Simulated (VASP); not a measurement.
# Ir (Fm-3m) in VASP: further runs, part 2 of 3

VASP 6.6.1. The steps go on from the part before.

## (4) Single point, LDA

This run uses another cell than the first one, of 13.25 Å³/atom, 0.957 times its volume.

Input file INCAR:

```
PREC     = Accurate       # precision mode
ENCUT    = 520            # plane-wave cutoff, eV
EDIFF    = 1E-7           # SCF threshold, eV
ISMEAR   = 1              # smearing method
SIGMA    = 0.05           # smearing width, eV
LREAL    = False          # projectors in reciprocal space
LASPH    = True           # aspherical terms in the spheres
NELM     = 80             # most SCF steps
ALGO     = Normal         # electronic algorithm
ISIF     = 2              # what is computed and relaxed
LWAVE    = False          # write WAVECAR
LCHARG   = False          # write CHGCAR
GGA      = CA             # functional
NBANDS   = 10             # bands
```

Input file KPOINTS:

```
regular mesh
0
Gamma
  11 11 11
```

Input file POSCAR:

```
Ir
1.0
    0.0000000000      1.8782649389      1.8782649389
    1.8782649389      0.0000000000      1.8782649389
    1.8782649389      1.8782649389      0.0000000000
Ir
1
Direct
    0.0000000000      0.0000000000      0.0000000000
```

Potentials or basis: VASP PAW LDA potentials, release 64 (Ir).

On the command line:

```
> cat potpaw_LDA.64/Ir/POTCAR > POTCAR
> mpirun -np 1 vasp_std > vasp.out
```

OUTCAR:

```text
PREC = Accurate
   ENCUT = 520
   EDIFF = 1E-7
   ISMEAR = 1
   LREAL = False
   LASPH = True
   NELM = 80
   ISIF = 2
   GGA = CA

 ion  position               nearest neighbor table
   1  0.000  0.000  0.000-

  LATTYP: Found a face centered cubic cell.
 ALAT       =     3.7565298778

  Lattice vectors:

 A1 = (   0.0000000000,   1.8782649389,   1.8782649389)
 A2 = (   1.8782649389,   0.0000000000,   1.8782649389)
 A3 = (   1.8782649389,   1.8782649389,   0.0000000000)

Analysis of symmetry for initial positions (statically):
=====================================================================
 Subroutine PRICEL returns:
 Original cell was already a primitive cell.

 Routine SETGRP: Setting up the symmetry group for a
 face centered cubic supercell.

 Subroutine GETGRP returns: Found 48 space group operations
 (whereof 48 operations were pure point group operations)
 out of a pool of 48 trial point group operations.

The static configuration has the point symmetry O_h .

Analysis of symmetry for dynamics (positions and initial velocities):
=====================================================================
 Subroutine PRICEL returns:
 Original cell was already a primitive cell.

 Routine SETGRP: Setting up the symmetry group for a
 face centered cubic supercell.

 Subroutine GETGRP returns: Found 48 space group operations
 (whereof 48 operations were pure point group operations)
 out of a pool of 48 trial point group operations.

The dynamic configuration has the point symmetry O_h .

 Subroutine INISYM returns: Found 48 space group operations
 (whereof 48 operations are pure point group operations),
 and found     1 'primitive' translations

----------------------------------------------------------------------------------------

                                     Primitive cell

  volume of cell :      13.2526
[... 104 lines left out ...]
   IALGO  =     38    algorithm
   IMIX   =      4    mixing-type and parameters
     AMIX     =   0.40;   BMIX     =  1.00
     AMIX_MAG =   1.60;   BMIX_MAG =  1.00
  volume/ion in A,a.u.               =      13.25        89.43
  Fermi-wavevector in a.u.,A,eV,Ry     =   1.438982  2.719282 28.173181  2.070670
  Thomas-Fermi vector in A             =   2.557889
   LORBIT       =      0    0 simple, 1 ext, 2 COOP (PROOUT), +10 PAW based schemes
   GGA     = CA    functional components
   LHFCALC =     F    Hartree Fock is set to
   AEXX    =    0.0000 exact exchange contribution
   IVDW    =     0    specifies the selected vdW correction
   LEPSILON=     F    determine dielectric tensor
   LRPA    =     F    only Hartree local field effects (RPA)
 non-spin polarized calculation
 Methfessel and Paxton  Order N= 1 SIGMA  =   0.05
  energy-cutoff  :      520.00
  volume of cell :       13.25
 maximum number of plane-waves:       369
   NGX =  9   NGY =  9   NGZ =  9

 number of electron       9.0000000 magnetization

 Free energy of the ion-electron system (eV)
  ---------------------------------------------------
  ext. energy  EPLUGINS =         0.00000000
  ---------------------------------------------------
  free energy    TOTEN  =       -10.24697052 eV

  energy without entropy =      -10.24733574  energy(sigma->0) =      -10.24709226

 E-fermi :  11.4379     XC(G=0): -14.5198

 val. band max:       11.4290763074   @ k =   0.2727   0.2727   0.0000
 cond. band min:      11.4401867028   @ k =   0.3636   0.2727   0.0000
 fundamental gap:      0.0111103954
 Fermi energy:        11.4378779415

 k-point     1 :       0.0000    0.0000    0.0000
  band No.  band energies     occupation
      1      -0.3197      2.00000
      2       7.1694      2.00000
      3       7.1694      2.00000
      4       7.1694      2.00000
      5      10.1973      2.00000
      6      10.1973      2.00000
      7      25.6827      0.00000
      8      31.6301      0.00000
      9      31.6301      0.00000
     10      31.6301      0.00000
[... 287 lines left out ...]
 k-point    24 :      -0.1818    0.1818    0.0000
  band No.  band energies     occupation
      1       3.0573      2.00000
      2       5.9064      2.00000
      3       7.3698      2.00000
      4       8.7438      2.00000
      5       8.8258      2.00000
      6      12.2599     -0.00000
      7      26.1280      0.00000
      8      29.6182      0.00000
      9      31.5592      0.00000
     10      32.2409      0.00000

 [... further k-points ...]
[... 5 lines left out ...]
  --------------------------------------------------------------------------------------
  -------------------------------------------------------------------------------------
  Total        1.9237626      1.9237626      1.9237626      0.0000000     -0.0000000     -0.0000000
  in kB      232.5741906    232.5741906    232.5741906      0.0000000     -0.0000000     -0.0000000
  external PRESSURE =     232.5741906 kB  Pullay stress =       0.0000000 kB

 VOLUME and BASIS-vectors are now :
 -----------------------------------------------------------------------------
  energy-cutoff  :      520.00
  volume of cell :       13.25
      direct lattice vectors                 reciprocal lattice vectors
     0.000000000  1.878264939  1.878264939    -0.266203127  0.266203127  0.266203127
     1.878264939  0.000000000  1.878264939     0.266203127 -0.266203127  0.266203127
     1.878264939  1.878264939  0.000000000     0.266203127  0.266203127 -0.266203127

 POSITION                                       TOTAL-FORCE (eV/Angst)
 -----------------------------------------------------------------------------------
      0.00000      0.00000      0.00000         0.000000      0.000000      0.000000
 -----------------------------------------------------------------------------------
    total drift:                                0.000000     -0.000000     -0.000000

  FREE ENERGIE OF THE ION-ELECTRON SYSTEM (eV)
  ---------------------------------------------------
  free  energy   TOTEN  =       -10.2469705231 eV

  energy  without entropy=      -10.2473357422  energy(sigma->0) =      -10.24709226
```

It took 4.8 s on 1 thread of Intel Xeon Platinum 8488C (Sapphire Rapids), shared host; peak memory 0.12 GiB.

Results:

* Free energy: -10.2470 eV
* Pressure: 23.3 GPa

Levels at points of the mesh, in eV from the Fermi level:
| k point | band 2 | band 3 | band 4 | band 5 | band 6 | band 7 |
| --- | --- | --- | --- | --- | --- | --- |
| (0.00, 0.00, 0.00) | -4.27 | -4.27 | -4.27 | -1.24 | -1.24 | 14.24 |

Caveat: spin-orbit coupling is left out, which moves the levels of the heavy elements.

## (5) Single point, LDA

This run uses another cell than the first one, of 13.00 Å³/atom, 0.939 times its volume.

Input file INCAR:

```
SYSTEM = Ir
ALGO = Normal ; EDIFF = 1E-7
ENCUT = 520 ; ISIF = 2
ISMEAR = 1 ; LASPH = .True.
LCHARG = .False. ; LREAL = .False.
LWAVE = .False. ; NBANDS = 10
NELM = 80 ; PREC = Accurate
SIGMA = 0.05
```

Input file KPOINTS:

```
k-points
0
Gamma
  11 11 11
  0 0 0
```

Input file POSCAR:

```
Ir
1.0
    0.0000000000      1.8663682571      1.8663682571
    1.8663682571      0.0000000000      1.8663682571
    1.8663682571      1.8663682571      0.0000000000
Ir
1
Direct
    0.0000000000      0.0000000000      0.0000000000
```

Potentials or basis: VASP PAW LDA potentials, release 64 (Ir).

On the command line:

```
> cat potpaw_LDA.64/Ir/POTCAR > POTCAR
> mpirun -np 1 vasp_std > vasp.out
```

OUTCAR:

```text
SYSTEM = Ir
   EDIFF = 1E-7
   ENCUT = 520
   ISIF = 2
   ISMEAR = 1
   LASPH = .True.
   LREAL = .False.
   NELM = 80
   PREC = Accurate

 ion  position               nearest neighbor table
   1  0.000  0.000  0.000-

  LATTYP: Found a face centered cubic cell.
 ALAT       =     3.7327365142

  Lattice vectors:

 A1 = (   0.0000000000,   1.8663682571,   1.8663682571)
 A2 = (   1.8663682571,   0.0000000000,   1.8663682571)
 A3 = (   1.8663682571,   1.8663682571,   0.0000000000)

Analysis of symmetry for initial positions (statically):
=====================================================================
 Subroutine PRICEL returns:
 Original cell was already a primitive cell.

 Routine SETGRP: Setting up the symmetry group for a
 face centered cubic supercell.

 Subroutine GETGRP returns: Found 48 space group operations
 (whereof 48 operations were pure point group operations)
 out of a pool of 48 trial point group operations.

The static configuration has the point symmetry O_h .

Analysis of symmetry for dynamics (positions and initial velocities):
=====================================================================
 Subroutine PRICEL returns:
[... 158 lines left out ...]
 cond. band min:      11.8012952404   @ k =   0.3636   0.2727   0.0000
 fundamental gap:      0.0077390404
 Fermi energy:        11.7997686927

 k-point     1 :       0.0000    0.0000    0.0000
  band No.  band energies     occupation
      1      -0.1711      2.00000
      2       7.4049      2.00000
      3       7.4049      2.00000
      4       7.4049      2.00000
      5      10.5240      2.00000
      6      10.5240      2.00000
      7      25.9900      0.00000
      8      32.0571      0.00000
      9      32.0571      0.00000
     10      32.0571      0.00000
[... 287 lines left out ...]
 k-point    24 :      -0.1818    0.1818    0.0000
  band No.  band energies     occupation
      1       3.2620      2.00000
      2       6.1078      2.00000
      3       7.6067      2.00000
      4       9.0220      2.00000
      5       9.1026      2.00000
      6      12.6508     -0.00000
      7      26.6124      0.00000
      8      30.2040      0.00000
      9      32.0803      0.00000
     10      32.7074      0.00000

 [... further k-points ...]
[... 5 lines left out ...]
  --------------------------------------------------------------------------------------
  -------------------------------------------------------------------------------------
  Total        2.7243663      2.7243663      2.7243663      0.0000000     -0.0000000     -0.0000000
  in kB      335.7021069    335.7021069    335.7021069      0.0000000     -0.0000000     -0.0000000
  external PRESSURE =     335.7021069 kB  Pullay stress =       0.0000000 kB

 VOLUME and BASIS-vectors are now :
 -----------------------------------------------------------------------------
  energy-cutoff  :      520.00
  volume of cell :       13.00
      direct lattice vectors                 reciprocal lattice vectors
     0.000000000  1.866368257  1.866368257    -0.267899970  0.267899970  0.267899970
     1.866368257  0.000000000  1.866368257     0.267899970 -0.267899970  0.267899970
     1.866368257  1.866368257  0.000000000     0.267899970  0.267899970 -0.267899970

 POSITION                                       TOTAL-FORCE (eV/Angst)
 -----------------------------------------------------------------------------------
      0.00000      0.00000      0.00000         0.000000      0.000000      0.000000
 -----------------------------------------------------------------------------------
    total drift:                                0.000000      0.000000      0.000000

  FREE ENERGIE OF THE ION-ELECTRON SYSTEM (eV)
  ---------------------------------------------------
  free  energy   TOTEN  =       -10.2025885506 eV

  energy  without entropy=      -10.2029509352  energy(sigma->0) =      -10.20270935
```

OSZICAR:

```text
N       E                     dE             d eps       ncg     rms          rms(c)
DAV:   1     0.491581483376E+02    0.49158E+02   -0.44463E+03  1120   0.840E+02
DAV:   2    -0.993178866512E+01   -0.59090E+02   -0.56537E+02  1148   0.204E+02
DAV:   3    -0.107781413964E+02   -0.84635E+00   -0.84176E+00  1370   0.299E+01
DAV:   4    -0.107857446945E+02   -0.76033E-02   -0.76022E-02  1310   0.253E+00
DAV:   5    -0.107858913135E+02   -0.14662E-03   -0.14662E-03  1290   0.327E-01    0.198E+01
DAV:   6    -0.103154170013E+02    0.47047E+00   -0.68929E-01  1264   0.105E+01    0.845E+00
DAV:   7    -0.102103973668E+02    0.10502E+00   -0.25372E-01  1448   0.580E+00    0.155E+00
DAV:   8    -0.102076682845E+02    0.27291E-02   -0.16163E-03  1226   0.452E-01    0.122E+00
DAV:   9    -0.102026092420E+02    0.50590E-02   -0.29410E-03  1234   0.826E-01    0.740E-02
DAV:  10    -0.102025874925E+02    0.21749E-04   -0.21797E-05  1642   0.549E-02    0.157E-02
DAV:  11    -0.102025885602E+02   -0.10677E-05   -0.19215E-06  1272   0.124E-02    0.615E-04
DAV:  12    -0.102025885506E+02    0.96061E-08   -0.19320E-08   844   0.117E-03
   1 F= -.10202589E+02 E0= -.10202709E+02  d E =0.362385E-03
```

Wall time 4.5 s (1 thread of Intel Xeon Platinum 8488C (Sapphire Rapids), shared host); peak memory 0.12 GiB.

Results:

- Free energy: -10.2026 eV
- Pressure: 33.6 GPa

Caveat: spin-orbit coupling is left out, which moves the levels of the heavy elements.

[end of part 2 of 3]
